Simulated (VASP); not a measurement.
## HRh2: single point with PBE

The system is HRh2.

```
H Rh
1.0
     0.00000    2.52380    2.52380
     2.52380    0.00000    2.52380
     2.52380    2.52380    0.00000
H Rh
1 2
Direct
  0.00000 0.00000 0.00000
  0.25000 0.25000 0.25000
  0.75000 0.75000 0.75000
```

| Quantity | Value |
| --- | --- |
| Program | VASP 6.6.1 |
| Task | single point |
| Functional | PBE |
| Potentials or basis | VASP PAW PBE potentials, release 64 (H, Rh_pv) |
| Cutoff | 520 eV |
| k mesh | 9 × 9 × 9 |
| Occupations | fermi-dirac, width 0.05 eV |
| Spin | no spin polarisation |

| Item | Value |
| --- | --- |
| Pressure | 14.0 GPa |
| Band gap on the k mesh | zero (an odd number of electrons rules out a gap without spin polarisation) |

Levels at points of the mesh, in eV from the Fermi level:
```
           k point  band 12  band 13  band 14  band 15  band 16  band 17  band 18  band 19
(0.00, 0.00, 0.00)    -4.93     0.63     0.63     0.63     2.40     2.40     3.03    11.70
```

Run time: 32 s on 1 thread of Intel(R) Xeon(R) Platinum 8259CL CPU @ 2.50GHz (Skylake/Cascade Lake), on a shared host, peak memory 0.16 GiB.

Caveat: the cell stands under pressure.
